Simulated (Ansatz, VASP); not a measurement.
## Two plane-wave programs on TlCl

File INCAR:

```
SYSTEM = TlCl
  PREC = Accurate
  ENCUT = 500
  EDIFF = 1E-7
  ISMEAR = 0
  SIGMA = 0.02
  LREAL = .False.
  LASPH = .True.
  NELM = 120
  ALGO = Normal
  ISIF = 3
  LWAVE = .False.
  LCHARG = .False.
  GGA = PS
  IBRION = 2
  NSW = 100
  EDIFFG = -0.005
  GGA_COMPAT = .False.
  NELMIN = 4
```

KPOINTS

```
regular mesh
0
Gamma
  8 8 8
  0 0 0
```

Contents of POSCAR:

```
TlCl
1.0
    3.8339977844      0.0000000000      0.0000000000
    0.0000000000      3.8339977844      0.0000000000
    0.0000000000      0.0000000000      3.8339977844
Tl Cl
1 1
Direct
    0.0000000000      0.0000000000      0.0000000000
    0.5000000000      0.5000000000      0.5000000000
```

Input for Ansatz:

```yaml
crystal:
  lattice:
    - [3.8339977844, 0.0, 0.0]
    - [0.0, 3.8339977844, 0.0]
    - [0.0, 0.0, 3.8339977844]
  atoms:
    - { symbol: Tl, position: [0.0, 0.0, 0.0] }
    - { symbol: Cl, position: [0.5, 0.5, 0.5] }
basis:
  ecutwfc: 420
kpoints:
  mp_grid: { grid: [8, 8, 8] }
hamiltonian:
  xc: pbesol
scf:
  occupations: { method: gaussian, width: 0.02 }
output:
  forces: true
  stress: true
  eigenvalues: true
  write_density: true
  write_potential: true
  elf: true
  volumetric_format: npy
relax:
  adjacent_minimum: "off"
  f_tol: 0.005
  max_steps: 80
  cell: { stress_tol: 0.05 }
```

Alike in both runs: task relaxation of cell and atoms; functional PBEsol; k mesh 8 × 8 × 8; occupations gaussian, width 0.02 eV; no spin polarisation.

|  | VASP | Ansatz |
| --- | --- | --- |
| version | VASP 6.6.1 | Ansatz 0.2.0 |
| potentials or method | VASP PAW PBE potentials, release 64 (Tl_d, Cl), cutoff 500 eV | scalar-relativistic, plane waves, PAW |
| valence electrons in the cell | 20 | 20 |

```csv
,VASP,Ansatz,Ansatz less VASP
"gap on the k mesh at the Fermi level, each at its own relaxed structure (eV)",1.80,1.80,0.000
relaxed volume (Å³/atom),26.72,26.78,+0.054
relaxed cell length with the largest relative difference (Å),3.767,3.769,+0.0025
```

VASP's potentials were made for PBE, not for PBEsol.

Neither program's run includes spin-orbit coupling.
